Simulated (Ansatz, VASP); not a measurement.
HgF3 in VASP and in Ansatz

INCAR

```
SYSTEM = HgF3
ALGO     = Normal         ! electronic algorithm
EDIFF    = 1E-6           ! SCF threshold, eV
ENCUT    = 520            ! plane-wave cutoff, eV
GGA      = RP             ! functional
ISIF     = 2              ! what is computed and relaxed
ISMEAR   = 0              ! smearing method
LASPH    = .True.         ! aspherical terms in the spheres
LCHARG   = .False.        ! write CHGCAR
LREAL    = .False.        ! projectors in reciprocal space
LWAVE    = .False.        ! write WAVECAR
NBANDS   = 24             ! bands
NELM     = 80             ! most SCF steps
PREC     = Accurate       ! precision mode
SIGMA    = 0.1            ! smearing width, eV
```

File KPOINTS:

```
k-points
0
Gamma
  8 8 8
  0 0 0
```

File POSCAR:

```
HgF3
1.0
    0.0000000000      2.8631710000      2.8631710000
    2.8631710000      0.0000000000      2.8631710000
    2.8631710000      2.8631710000      0.0000000000
Hg F
1 3
Direct
    0.0000000000      0.0000000000      0.0000000000
    0.5000000000      0.5000000000      0.5000000000
    0.7500000000      0.7500000000      0.7500000000
    0.2500000000      0.2500000000      0.2500000000
```

input.yaml

```yaml
crystal:
  lattice:
    - [0.0, 2.863171, 2.863171]
    - [2.863171, 0.0, 2.863171]
    - [2.863171, 2.863171, 0.0]
  atoms:
    - { symbol: Hg, position: [0.0, 0.0, 0.0] }
    - { symbol: F, position: [0.5, 0.5, 0.5] }
    - { symbol: F, position: [0.75, 0.75, 0.75] }
    - { symbol: F, position: [0.25, 0.25, 0.25] }
kpoints:
  mp_grid: { grid: [8, 8, 8] }
scf:
  occupations: { method: gaussian, width: 0.1 }
hamiltonian:
  xc: rpbe
  pseudopotentials: { kind: all_electron, lapw: { basis_error: 0.002 } }
output:
  forces: true
  stress: true
  eigenvalues: true
```

Alike in both runs: task single point; functional RPBE; k mesh 8 × 8 × 8; occupations gaussian, width 0.1 eV; no spin polarisation.

|  | VASP | Ansatz |
| --- | --- | --- |
| version | VASP 6.6.1 | Ansatz 0.2.0 |
| potentials or method | VASP PAW PBE potentials, release 64 (Hg, F), cutoff 520 eV | all-electron LAPW, scalar-relativistic |

VASP gave:

```
gap on the k mesh at the Fermi level (eV) : none
pressure (GPa)                            : 7.1
```

Task: Estimate Ansatz's values.

Result: gap on the k mesh at the Fermi level (eV): none; pressure (GPa): 6.8.

VASP's potentials were made for PBE, not for RPBE. A gap of «none» marks a metal or a gap that the smearing closes. Ansatz ran all-electron here, and VASP with PAW potentials.

Neither program's run includes spin-orbit coupling.
